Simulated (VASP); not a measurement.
# Nb in VASP: further runs

Runs on Nb. Level: PBE. Tasks: single point.

All numbers are computed with VASP 6.6.1; they aren't measurements. Logs are shortened: lines on timing, memory, paths and dates and some standing lists are left out, and cuts for length are marked.

## Step 1: The cell of the first run

The structure is tetragonal, space group I4/mmm (No. 139). Conventional cell: a = 2.931 Å, b = 2.931 Å, c = 4.230 Å, α = 90.00°, β = 90.00°, γ = 90.00°. Within 3.9 Å of Nb (site symmetry 4/mmm) lie 12 Nb at 2.93 to 2.96 Å.

## Step 2: Single point, PBE (equal xx and yy strain of -2 %)

Contents of INCAR:

```
PREC = Accurate
ENCUT = 520
EDIFF = 1E-6
ISMEAR = -1
SIGMA = 0.08
LREAL = False
LASPH = True
NELM = 100
ALGO = Normal
ISIF = 2
LWAVE = False
LCHARG = True
GGA = PE
LELF = True
LVHAR = True
NBANDS = 12
```

Contents of KPOINTS:

```
regular mesh
0
Gamma
  13 13 13
```

Contents of POSCAR:

```
Nb
1.0
    0.0000000000      2.0727000000      2.1150000000
    2.0727000000      0.0000000000      2.1150000000
    2.0727000000      2.0727000000      0.0000000000
Nb
1
Direct
    0.0000000000      0.0000000000      0.0000000000
```

Potentials or basis: VASP PAW PBE potentials, release 64 (Nb_sv).

Command:

```console
$ cat potpaw_PBE.64/Nb_sv/POTCAR > POTCAR
$ mpirun -np 1 vasp_std > vasp.out
```

OUTCAR:

```text
PREC = Accurate
   ENCUT = 520
   EDIFF = 1E-6
   ISMEAR = -1
   LREAL = False
   LASPH = True
   NELM = 100
   ISIF = 2
   GGA = PE

 ion  position               nearest neighbor table
   1  0.000  0.000  0.000-

  LATTYP: Found a body centered tetragonal cell.
 ALAT       =     2.9312404507
 C/A-ratio  =     1.4430750636

  Lattice vectors:

 A1 = (  -2.0727000000,   0.0000000000,   2.1150000000)
 A2 = (   2.0727000000,   0.0000000000,   2.1150000000)
 A3 = (   0.0000000000,   2.0727000000,  -2.1150000000)

Analysis of symmetry for initial positions (statically):
=====================================================================
 Subroutine PRICEL returns:
 Original cell was already a primitive cell.

 Routine SETGRP: Setting up the symmetry group for a
 body centered tetragonal supercell.

 Subroutine GETGRP returns: Found 16 space group operations
 (whereof 16 operations were pure point group operations)
 out of a pool of 16 trial point group operations.

The static configuration has the point symmetry D_4h.

Analysis of symmetry for dynamics (positions and initial velocities):
=====================================================================
 Subroutine PRICEL returns:
 Original cell was already a primitive cell.

 Routine SETGRP: Setting up the symmetry group for a
 body centered tetragonal supercell.

 Subroutine GETGRP returns: Found 16 space group operations
 (whereof 16 operations were pure point group operations)
 out of a pool of 16 trial point group operations.

The dynamic configuration has the point symmetry D_4h.

 Subroutine INISYM returns: Found 16 space group operations
 (whereof 16 operations are pure point group operations),
 and found     1 'primitive' translations

----------------------------------------------------------------------------------------

                                     Primitive cell

  volume of cell :      18.1724

  direct lattice vectors                    reciprocal lattice vectors
     0.000000000  2.072700000  2.115000000    -0.241231244  0.241231244  0.236406619
     2.072700000  0.000000000  2.115000000     0.241231244 -0.241231244  0.236406619
     2.072700000  2.072700000  0.000000000     0.241231244  0.241231244 -0.236406619

  length of vectors
     2.961302127  2.961302127  2.931240451     0.415057967  0.415057967  0.415057967

  position of ions in fractional coordinates (direct lattice)
     0.000000000  0.000000000  0.000000000

  ion indices of the primitive-cell ions
   primitive index   ion index
                 1           1

----------------------------------------------------------------------------------------

 KPOINTS: regular mesh

Automatic generation of k-mesh.
 Grid dimensions read from file:
 generate k-points for:   13   13   13

 Generating k-lattice:

  Cartesian coordinates                     Fractional coordinates (reciprocal lattice)
    -0.018556250  0.018556250  0.018185125     0.076923077  0.000000000  0.000000000
     0.018556250 -0.018556250  0.018185125     0.000000000  0.076923077  0.000000000
     0.018556250  0.018556250 -0.018185125    -0.000000000 -0.000000000  0.076923077

  Length of vectors
     0.031927536  0.031927536  0.031927536

  Shift w.r.t. Gamma in fractional coordinates (k-lattice)
     0.000000000  0.000000000  0.000000000

 Subroutine IBZKPT returns following result:
 ===========================================

 Found    196 irreducible k-points:

 Following reciprocal coordinates:
            Coordinates               Weight
  0.000000  0.000000  0.000000      1.000000
  0.076923 -0.000000  0.000000      8.000000
  0.153846  0.000000  0.000000      8.000000
  0.230769 -0.000000  0.000000      8.000000
  0.307692  0.000000  0.000000      8.000000
  0.384615 -0.000000  0.000000      8.000000
[... 16 lines left out ...]
  0.384615  0.153846  0.000000      8.000000
  0.461538  0.153846  0.000000      8.000000
 [... further k-points ...]
   k-points           NKPTS =    196   k-points in BZ     NKDIM =    196   number of bands    NBANDS=     12
   number of dos      NEDOS =    301   number of ions     NIONS =      1
   total plane-waves  NPLWV =  13824
   dimension x,y,z NGX =    24 NGY =   24 NGZ =   24
   dimension x,y,z NGXF=    48 NGYF=   48 NGZF=   48
   ions per type =               1
   NGX,Y,Z   is equivalent  to a cutoff of  13.47, 13.47, 13.61 a.u.
   NGXF,Y,Z  is equivalent  to a cutoff of  26.95, 26.95, 27.22 a.u.
 SYSTEM =  unknown system
   PREC   = accura    normal or accurate (medium, high low for compatibility)
   ISTART =      0    job   : 0-new  1-cont  2-samecut
   ICHARG =      2    charge: 1-file 2-atom 10-const
   ISPIN  =      1    spin polarized calculation?
   LNONCOLLINEAR =      F non collinear calculations
   LSORBIT =      F    spin-orbit coupling
   LASPH  =      T    aspherical Exc in radial PAW
   ENCUT  =  520.0 eV  38.22 Ry    6.18 a.u.   5.51  5.51  5.45*2*pi/ulx,y,z
   NELM   =    100;   NELMIN=  2; NELMDL= -5     # of ELM steps
   EDIFF  = 0.1E-05   stopping-criterion for ELM
   LREAL  =      F    real-space projection
   EDIFFG = 0.1E-04   stopping-criterion for IOM
   NSW    =      0    number of steps for IOM
   IBRION =     -1    ionic relax: 0-MD 1-quasi-New 2-CG
   NFREE  =      0    steps in history (QN), initial steepest desc. (CG)
   ISIF   =      2    stress and relaxation
   ISYM   =      2    0-nonsym 1-usesym 2-fastsym
   POTIM  = 0.5000    time-step for ionic-motion
   TEBEG  =    0.0;   TEEND  =   0.0 temperature during run
   PSTRESS=    0.0 pullay stress
   NELECT =      13.0000    total number of electrons
   NUPDOWN=      -1.0000    fix difference up-down
   EMIN   =  10.00;   EMAX   =-10.00  energy-range for DOS
   EFERMI =   0.00;   METHOD = LEGACY
   ISMEAR =    -1;   SIGMA  =   0.08  broadening in eV -4-tet -1-fermi 0-gaus
   EFERMI_NEDOS =   21; number of points for ismear=-14 and -15
   IALGO  =     38    algorithm
   IMIX   =      4    mixing-type and parameters
     AMIX     =   0.40;   BMIX     =  1.00
     AMIX_MAG =   1.60;   BMIX_MAG =  1.00
  volume/ion in A,a.u.               =      18.17       122.63
  Fermi-wavevector in a.u.,A,eV,Ry     =   1.464148  2.766838 29.167193  2.143728
  Thomas-Fermi vector in A             =   2.580158
   LORBIT       =      0    0 simple, 1 ext, 2 COOP (PROOUT), +10 PAW based schemes
   GGA     = PE    functional components
   LHFCALC =     F    Hartree Fock is set to
   AEXX    =    0.0000 exact exchange contribution
   IVDW    =     0    specifies the selected vdW correction
   LEPSILON=     F    determine dielectric tensor
   LRPA    =     F    only Hartree local field effects (RPA)
 non-spin polarized calculation
  energy-cutoff  :      520.00
  volume of cell :       18.17
 maximum number of plane-waves:       531
 NGX is ok and might be reduce to    24
   NGX = 11   NGY = 11   NGZ = 11

 number of electron      13.0000001 magnetization

 Free energy of the ion-electron system (eV)
  ---------------------------------------------------
  ext. energy  EPLUGINS =         0.00000000
  ---------------------------------------------------
  free energy    TOTEN  =        -9.90338243 eV

  energy without entropy =       -9.87096941  energy(sigma->0) =       -9.88717592

 E-fermi :  11.4045     XC(G=0): -12.4573

 val. band max:       11.3722254143   @ k =  -0.3077   0.0769   0.0000
 cond. band min:      11.4056543123   @ k =   0.3077   0.1538   0.0000
 fundamental gap:      0.0334288980
 Fermi energy:        11.4044624781

 k-point     1 :       0.0000    0.0000    0.0000
  band No.  band energies     occupation
      1     -43.3407      2.00000
      2     -18.6687      2.00000
      3     -18.6633      2.00000
      4     -18.6633      2.00000
      5       5.1168      2.00000
      6      11.3392      1.38665
      7      11.5859      0.18755
      8      11.5859      0.18755
      9      14.0412      0.00000
     10      14.3787      0.00000
     11      23.2804      0.00000
     12      27.7857      0.00000

 k-point     2 :       0.0769   -0.0000    0.0000
  band No.  band energies     occupation
      1     -43.3283      2.00000
      2     -18.7459      2.00000
      3     -18.6779      2.00000
      4     -18.6722      2.00000
      5       5.3447      2.00000
      6      11.2822      1.64359
      7      11.5690      0.22682
      8      11.6907      0.05437
      9      13.9578      0.00000
     10      14.2758      0.00000
     11      23.7386      0.00000
     12      27.2626      0.00000

 k-point     3 :       0.1538    0.0000    0.0000
  band No.  band energies     occupation
      1     -43.2938      2.00000
      2     -18.9658      2.00000
      3     -18.7081      2.00000
      4     -18.6966      2.00000
      5       5.9679      2.00000
      6      10.9347      1.99438
      7      11.7446      0.02809
      8      11.9254      0.00297
      9      13.8512      0.00000
     10      14.1005      0.00000
     11      24.7349      0.00000
     12      26.0033      0.00000
[... 286 lines left out ...]
 k-point    23 :       0.3846    0.1538    0.0000
  band No.  band energies     occupation
      1     -43.1530      2.00000
      2     -19.6325      2.00000
      3     -18.9302      2.00000
      4     -18.8747      2.00000
      5       8.0213      2.00000
      6      10.1555      2.00000
      7      11.0054      1.98646
      8      12.5408      0.00000
      9      15.3689      0.00000
     10      15.9173      0.00000
     11      23.9020      0.00000
     12      26.2565      0.00000

 k-point    24 :       0.4615    0.1538    0.0000
  band No.  band energies     occupation
      1     -43.1178      2.00000
      2     -19.8073      2.00000
      3     -18.9984      2.00000
      4     -18.8825      2.00000
      5       8.1238      2.00000
      6      10.3056      2.00000
      7      11.3673      1.22846
      8      12.2894      0.00003
      9      16.2949      0.00000
     10      16.7787      0.00000
     11      22.5412      0.00000
     12      25.0181      0.00000

 [... further k-points ...]

------------------------ aborting loop because EDIFF is reached ----------------------------------------

  FORCE on cell =-STRESS in cart. coord.  units (eV):
  Direction    XX          YY          ZZ          XY          YZ          ZX
  --------------------------------------------------------------------------------------
  -------------------------------------------------------------------------------------
  Total        0.4036133      0.4036133      1.0470070      0.0000000      0.0000000      0.0000000
  in kB       35.5846612     35.5846612     92.3096054      0.0000000      0.0000000      0.0000000
  external PRESSURE =      54.4929759 kB  Pullay stress =       0.0000000 kB

 VOLUME and BASIS-vectors are now :
 -----------------------------------------------------------------------------
  energy-cutoff  :      520.00
  volume of cell :       18.17
      direct lattice vectors                 reciprocal lattice vectors
     0.000000000  2.072700000  2.115000000    -0.241231244  0.241231244  0.236406619
     2.072700000  0.000000000  2.115000000     0.241231244 -0.241231244  0.236406619
     2.072700000  2.072700000  0.000000000     0.241231244  0.241231244 -0.236406619

 POSITION                                       TOTAL-FORCE (eV/Angst)
 -----------------------------------------------------------------------------------
      0.00000      0.00000      0.00000         0.000000      0.000000      0.000000
 -----------------------------------------------------------------------------------
    total drift:                               -0.000000      0.000000      0.000000

  FREE ENERGIE OF THE ION-ELECTRON SYSTEM (eV)
  ---------------------------------------------------
  free  energy   TOTEN  =        -9.9033824306 eV

  energy  without entropy=       -9.8709694144  energy(sigma->0) =       -9.88717592
```

Wall time 49 s (1 thread of Intel Xeon 8259CL, shared host); peak memory 0.17 GiB.

Results:

```
Free energy            : -9.9034 eV
Pressure               : 5.4 GPa
Band gap on the k mesh : zero (an odd number of electrons rules out a gap without spin polarisation)
```

Levels at points of the mesh, in eV from the Fermi level:
```tsv
k point	band 3	band 4	band 5	band 6	band 7	band 8	band 9	band 10
(0.00, 0.00, 0.00)	-30.07	-30.07	-6.29	-0.07	0.18	0.18	2.64	2.97
```

Caveat: the cell differs from its parent crystal (equal xx and yy strain of -2 %); the cell stands under pressure.

## Step 3: Single point, PBE (equal xx and yy strain of +1 %)

Contents of INCAR:

```
SYSTEM = Nb
PREC = Accurate
ENCUT = 520
EDIFF = 1E-6
ISMEAR = -1
SIGMA = 0.08
LREAL = .FALSE.
LASPH = .TRUE.
NELM = 100
ALGO = Normal
ISIF = 2
LWAVE = .FALSE.
LCHARG = .TRUE.
GGA = PE
LELF = .TRUE.
LVHAR = .TRUE.
NBANDS = 12
```

Contents of KPOINTS:

```
Automatic mesh
0
G
  13 13 13
  0 0 0
```

Contents of POSCAR:

```
Nb
1.0
    0.0000000000      2.1361500000      2.1150000000
    2.1361500000      0.0000000000      2.1150000000
    2.1361500000      2.1361500000      0.0000000000
Nb
1
Direct
    0.0000000000      0.0000000000      0.0000000000
```

Potentials or basis: VASP PAW PBE potentials, release 64 (Nb_sv).

Command:

```console
$ cat potpaw_PBE.64/Nb_sv/POTCAR > POTCAR
$ mpirun -np 1 vasp_std > vasp.out
```

It took 58 s on 1 thread of Intel Xeon 8259CL, shared host; peak memory 0.17 GiB.

Results (log left out):

```yaml
Free_energy: -9.9027 eV
Pressure: -4.5 GPa
Band_gap_on_the_k_mesh: zero (an odd number of electrons rules out a gap without spin polarisation)
```

Stress tensor (GPa, compression positive):
```
-3.69  0.00  0.00
 0.00 -3.69  0.00
 0.00  0.00 -6.12
```

Levels at points of the mesh, in eV from the Fermi level:
| k point | band 2 | band 3 | band 4 | band 5 | band 6 | band 7 | band 8 | band 9 | band 10 | band 11 |
| --- | --- | --- | --- | --- | --- | --- | --- | --- | --- | --- |
| (0.00, 0.00, 0.00) | -30.25 | -30.25 | -30.25 | -6.14 | 0.10 | 0.10 | 0.21 | 2.55 | 2.70 | 11.80 |

Caveat: the cell differs from its parent crystal (equal xx and yy strain of +1 %); the cell stands under tension.

## Step 4: Single point, PBE (equal xx and yy strain of +3 %)

Contents of INCAR:

```
SYSTEM = Nb
ALGO = Normal ; EDIFF = 1E-6
ENCUT = 520 ; GGA = PE
ISIF = 2 ; ISMEAR = -1
LASPH = .TRUE. ; LCHARG = .FALSE.
LREAL = .FALSE. ; LWAVE = .FALSE.
NBANDS = 12 ; NELM = 80
PREC = Accurate ; SIGMA = 0.08
```

Contents of KPOINTS:

```
k-points
0
G
  13 13 13
  0 0 0
```

Contents of POSCAR:

```
Nb
1.0
    0.0000000000      2.1784500000      2.1150000000
    2.1784500000      0.0000000000      2.1150000000
    2.1784500000      2.1784500000      0.0000000000
Nb
1
Direct
    0.0000000000      0.0000000000      0.0000000000
```

Command:

```console
$ cat potpaw_PBE.64/Nb_sv/POTCAR > POTCAR
$ mpirun -np 1 vasp_std > vasp.out
```

Run time: 53 s. Hardware: 1 thread of Intel Xeon 8259CL, shared host; peak memory 0.17 GiB.

The run converged. Its results:

| Item | Value |
| --- | --- |
| Free energy | -9.8749 eV |
| Pressure | -10.0 GPa |
| Band gap on the k mesh | zero (an odd number of electrons rules out a gap without spin polarisation) |

Stress tensor (GPa, compression positive):
```
 -7.96   0.00   0.00
  0.00  -7.96   0.00
  0.00   0.00 -14.19
```

Levels at points of the mesh, in eV from the Fermi level:
```tsv
k point	band 3	band 4	band 5	band 6	band 7	band 8	band 9	band 10
(0.00, 0.00, 0.00)	-30.36	-30.36	-6.03	0.05	0.05	0.37	2.30	2.71
```

Caveat: the cell differs from its parent crystal (equal xx and yy strain of +3 %); the cell stands under tension.

## Step 5: Single point, PBE (equal xy, yz and zx shear strains of -3 %)

Contents of INCAR:

```
ALGO = Normal ; EDIFF = 1E-6
ENCUT = 520 ; GGA = PE
ISIF = 2 ; ISMEAR = -1
LASPH = T ; LCHARG = F
LREAL = F ; LWAVE = F
NBANDS = 12 ; NELM = 80
PREC = Accurate ; SIGMA = 0.08
```

Contents of KPOINTS:

```
k-points
0
Gamma
  13 13 13
```

Contents of POSCAR:

```
Nb
1.0
   -0.0634500000      2.0832750000      2.0832750000
    2.0832750000     -0.0634500000      2.0832750000
    2.0832750000      2.0832750000     -0.0634500000
Nb
1
Direct
    0.0000000000      0.0000000000      0.0000000000
```

Command:

```console
$ cat potpaw_PBE.64/Nb_sv/POTCAR > POTCAR
$ mpirun -np 1 vasp_std > vasp.out
```

Wall time 58 s (1 thread of Intel Xeon 8259CL, shared host); peak memory 0.17 GiB.

Results (log left out):

| Item | Value |
| --- | --- |
| Free energy | -9.9140 eV |
| Pressure | -1.6 GPa |
| Band gap on the k mesh | zero (an odd number of electrons rules out a gap without spin polarisation) |

Stress tensor (GPa, compression positive):
```
-1.61 -0.91 -0.91
-0.91 -1.61 -0.91
-0.91 -0.91 -1.61
```

Levels at points of the mesh, in eV from the Fermi level:
```csv
k point,band 2,band 3,band 4,band 5,band 6,band 7,band 8,band 9,band 10,band 11
"(0.00, 0.00, 0.00)",-30.20,-30.20,-30.08,-6.17,-0.11,-0.11,0.62,2.74,2.74,11.84
```

Caveat: the cell differs from its parent crystal (equal xy, yz and zx shear strains of -3 %).

## Step 6: Overview

| cell | gap on the mesh (eV) | pressure (GPa) |
| --- | --- | --- |
| a = 2.961, b = 2.961, c = 2.931 Å, angles 60.3, 60.3, 59.3°, 1 atom | none | 5.4 |
| a = 3.006, b = 3.006, c = 3.021 Å, angles 59.8, 59.8, 60.3°, 1 atom | none | -4.5 |
| a = 3.036, b = 3.036, c = 3.081 Å, angles 59.5, 59.5, 61.0°, 1 atom | none | -10.0 |
| a = 2.947 Å, angles 62.0°, 1 atom | none | -1.6 |

Alike in all rows: task single point; level PBE; potentials or basis VASP PAW PBE potentials, release 64 (Nb_sv); no spin polarisation; k mesh 13 × 13 × 13; cutoff (eV) 520; smearing fermi-dirac 0.08 eV.

Caveats: the cell stands under tension (at least some runs); the cell stands under pressure (at least some runs).

Absolute energies hang on the potentials; compare differences alone.
